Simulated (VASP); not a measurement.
Here is a VASP 6.6.1 calculation.

The input INCAR:

```
ALGO = Normal ; EDIFF = 1E-6
EDIFFG = -0.005 ; ENCUT = 600
GGA = PE ; IBRION = 2
ISIF = 3 ; ISMEAR = -1
LASPH = True ; LCHARG = False
LREAL = False ; LWAVE = False
NELM = 100 ; NSW = 32
PREC = Accurate ; PSTRESS = 120.0
SIGMA = 0.1
```

The input KPOINTS:

```
k-points
0
Gamma
  12 12 7
```

File POSCAR:

```
Sr
1.0
    3.6010670454      0.0000000000      0.0000000000
   -1.8005335227      3.1186155420      0.0000000000
    0.0000000000      0.0000000000      5.9632367093
Sr
2
Direct
    0.3333333333      0.6666666667      0.2500000000
    0.6666666667      0.3333333333      0.7500000000
```

Potentials or basis: VASP PAW PBE potentials, release 64 (Sr_sv).

Run with:

```console
$ cat potpaw_PBE.64/Sr_sv/POTCAR > POTCAR
$ mpirun -np 1 vasp_std > vasp.out
```

Estimate the band gap on the k mesh.

zero (band 10 reaches 3.83 eV, above the bottom of band 11 at 3.13 eV).

Estimate the space group after relaxing (to 0.05 Å).

P6_3/mmc (No. 194).

Final structure:
```
Sr
1.0
     3.60400    0.00000    0.00000
    -1.80200    3.12116    0.00000
     0.00000    0.00000    5.96671
Sr
2
Cartesian
  0.0000 2.0808 1.4917
  1.8020 1.0404 4.4750
```

Caveat: the cell is relaxed towards a set pressure, so the enthalpy falls and the energy may rise.
